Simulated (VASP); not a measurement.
Wanted: the native input for a VASP 6.6.1 run.

- Task: single point
- Functional: PBE
- Potentials or basis: VASP PAW PBE potentials, release 64 (Mg, Fe, O)
- Cutoff: 600 eV
- k mesh: 8 × 8 × 2
- Occupations: gaussian, width 0.2 eV
- Spin: collinear spin, ferromagnetic start
- Starting moments: [0.0, 0.0, 3.0, 3.0, 2.71, 2.75, 2.71, 2.75, 0.0, 0.0] μB
- Dipole correction: no
- Further INCAR settings: ALGO = Normal; EDIFF = 1e-06; NBANDS = 47

The structure of MgFe3O lies in POSCAR:

```
MgFe3O
1.0
    2.9381507758      0.0000000000      0.0000000000
    0.0000000000      2.9381507758      0.0000000000
    0.0000000000      0.0000000000     13.1769925363
Mg Fe O
2 6 2
Direct
    0.0000000000      0.5000000000      0.9142481727
    0.5000000000      0.0000000000      0.0857518273
    0.0000000000      0.5000000000      0.2435676867
    0.5000000000      0.0000000000      0.7564323133
    0.5000000000      1.0000000000      0.3406530759
    0.0000000000      0.5000000000      0.4476044425
    0.0000000000      0.5000000000      0.6593469241
    0.5000000000      1.0000000000      0.5523955575
    0.5000000000      1.0000000000      0.9199063969
    0.0000000000      0.5000000000      0.0800936031
```

The input as run:

INCAR

```
SYSTEM = MgFe3O
  ALGO = Normal
  EDIFF = 1E-6
  ENCUT = 600
  GGA = PE
  GGA_COMPAT = .False.
  ISIF = 2
  ISMEAR = 0
  ISPIN = 2
  LASPH = .True.
  LCHARG = .True.
  LELF = .True.
  LMAXMIX = 4
  LORBIT = 11
  LREAL = .False.
  LVHAR = .True.
  LWAVE = .False.
  MAGMOM = 0 0 3 3 2.71 2.75 2.71 2.75 0 0
  NBANDS = 47
  NELM = 200
  PREC = Accurate
  SIGMA = 0.2
```

KPOINTS

```
k-points
0
Gamma
  8 8 2
  0 0 0
```

Potentials or basis: VASP PAW PBE potentials, release 64 (Mg, Fe, O).

Command:

```sh
$ cat potpaw_PBE.64/Mg/POTCAR potpaw_PBE.64/Fe/POTCAR potpaw_PBE.64/O/POTCAR > POTCAR
$ mpirun -np 1 vasp_std > vasp.out
```

It gave:

```json
{
  "Pressure": "-0.7 GPa",
  "Largest force": "0.015 eV/Å",
  "Net moment": "15.32 μB per cell",
  "Site moments": "Mg -0.01; Fe +2.78, +2.42, +2.44; O +0.03 μB",
  "Valence electrons inside the program's atomic spheres": "Mg 0.39; Fe 7.06, 7.21, 7.16; O 5.08"
}
```

Caveat: only a ferromagnetic start was run, and an antiferromagnetic order may lie lower in energy.

Run time: 21 min on 1 thread of AMD EPYC 7R13, on a shared host, peak memory 0.44 GiB.
